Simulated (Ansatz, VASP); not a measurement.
**One calculation of CdTe, two programs**

INCAR

```
PREC = Accurate ; ENCUT = 520
EDIFF = 1E-6 ; ISMEAR = 0
SIGMA = 0.05 ; LREAL = F
LASPH = T ; NELM = 100
ALGO = Normal ; ISIF = 2
LWAVE = F ; LCHARG = F
LDIPOL = T ; IDIPOL = 3
DIPOL = 0.5 0.5 0.500 ; GGA = PS
NBANDS = 46
```

KPOINTS

```
regular mesh
0
Gamma
  6 6 1
```

File POSCAR:

```
CdTe
1.0
    4.5886584795      0.0000000000      0.0000000000
    0.0000000000      4.5886584795      0.0000000000
    0.0000000000      0.0000000000     26.3563503459
Te Cd
4 4
Direct
    0.0000000000      0.5000000000      0.2845614018
    0.5000000000      0.0000000000      0.4076691722
    0.0000000000      0.5000000000      0.5307769426
    0.5000000000      0.0000000000      0.6538847130
    0.5000000000      0.5000000000      0.3461152870
    0.0000000000      0.0000000000      0.4692230574
    0.5000000000      0.5000000000      0.5923308278
    0.0000000000      0.0000000000      0.7154385982
```

Input for Ansatz:

```yaml
crystal:
  lattice:
    - [4.5886584795, 0.0, 0.0]
    - [0.0, 4.5886584795, 0.0]
    - [0.0, 0.0, 26.3563503459]
  atoms:
    - { symbol: Te, position: [0.0, 0.5, 0.2845614018] }
    - { symbol: Cd, position: [0.5, 0.5, 0.346115287] }
    - { symbol: Te, position: [0.5, 0.0, 0.4076691722] }
    - { symbol: Cd, position: [0.0, 0.0, 0.4692230574] }
    - { symbol: Te, position: [0.0, 0.5, 0.5307769426] }
    - { symbol: Cd, position: [0.5, 0.5, 0.5923308278] }
    - { symbol: Te, position: [0.5, 0.0, 0.653884713] }
    - { symbol: Cd, position: [0.0, 0.0, 0.7154385982] }
basis:
  ecutwfc: 420
kpoints:
  mp_grid: { grid: [6, 6, 1] }
hamiltonian:
  xc: pbesol
scf:
  occupations: { method: gaussian, width: 0.05 }
output:
  forces: true
  stress: true
  eigenvalues: true
efield:
  axis: 3
  dipole_correction: true
  ramp_width: 0.04
```

Alike in both runs: task single point; functional PBEsol; k mesh 6 × 6 × 1; occupations gaussian, width 0.05 eV; no spin polarisation.

```csv
,VASP,Ansatz
version,VASP 6.6.1,Ansatz 0.2.0
potentials or method,"VASP PAW PBE potentials, release 64 (Te, Cd), cutoff 520 eV","scalar-relativistic, plane waves, PAW"
valence electrons in the cell,72,144
```

|  | VASP | Ansatz | Ansatz less VASP |
| --- | --- | --- | --- |
| gap on the k mesh at the Fermi level (eV) | none | none | - |
| rms of the force components (eV/Å) | 0.179 | 0.180 | +0.0013 |

VASP's potentials were made for PBE, not for PBEsol. A gap of «none» marks a metal or a gap that the smearing closes. VASP's potentials hold 72 valence electrons a cell and Ansatz's 144, so a difference there can come from the potentials and not from the codes.

Neither program's run includes spin-orbit coupling.
